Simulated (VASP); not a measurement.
GdO: single point with PBE

Crystal: GdO.

```
Gd O
1.0
     0.00000    2.69613    2.69613
     2.69613    0.00000    2.69613
     2.69613    2.69613    0.00000
Gd O
1 1
Direct
  0.00000 0.00000 0.00000
  0.75000 0.75000 0.75000
```

* Program: VASP 6.6.1
* Task: single point
* Functional: PBE
* Potentials or basis: VASP PAW PBE potentials, release 64 (Gd, O)
* Cutoff: 520 eV
* k mesh: 13 × 13 × 13
* Occupations: fermi-dirac, width 0.08 eV
* Spin: collinear spin, ferromagnetic start
* Starting moments: [7.0, 0.0] μB
* Dipole correction: no
* Further INCAR settings: ALGO = Normal; EDIFF = 1e-06; NBANDS = 23

```json
{
  "Pressure": "-0.1 GPa",
  "Net moment": "7.54 μB per cell",
  "Site moments": "Gd +6.86; O -0.02 μB",
  "Valence electrons inside the program's atomic spheres": "Gd 15.22; O 5.00"
}
```

Levels at points of the mesh, in eV from the Fermi level:
Spin up:
```
           k point  band 14  band 15  band 16  band 17  band 18  band 19
(0.00, 0.00, 0.00)    -4.60    -4.60    -2.18     2.60     2.60     4.54
```
Spin down:
| k point | band 4 | band 5 | band 6 | band 7 | band 8 | band 9 | band 10 | band 11 | band 12 | band 13 |
| --- | --- | --- | --- | --- | --- | --- | --- | --- | --- | --- |
| (0.00, 0.00, 0.00) | -20.46 | -19.44 | -5.59 | -5.59 | -5.59 | -1.42 | 0.46 | 0.46 | 0.46 | 0.66 |

Wall time 110 s on 1 thread of AMD EPYC 9R45 96-Core Processor (Zen 5) (shared host), peak memory 0.24 GiB.

Caveat: spin-orbit coupling is left out, which moves the levels of the heavy elements; a cell with one magnetic atom can't hold antiferromagnetic order, which such compounds often take; semilocal functionals describe open f shells poorly, which spoils levels, moments and volumes. The state reached can hang on the start; a lower one may exist.
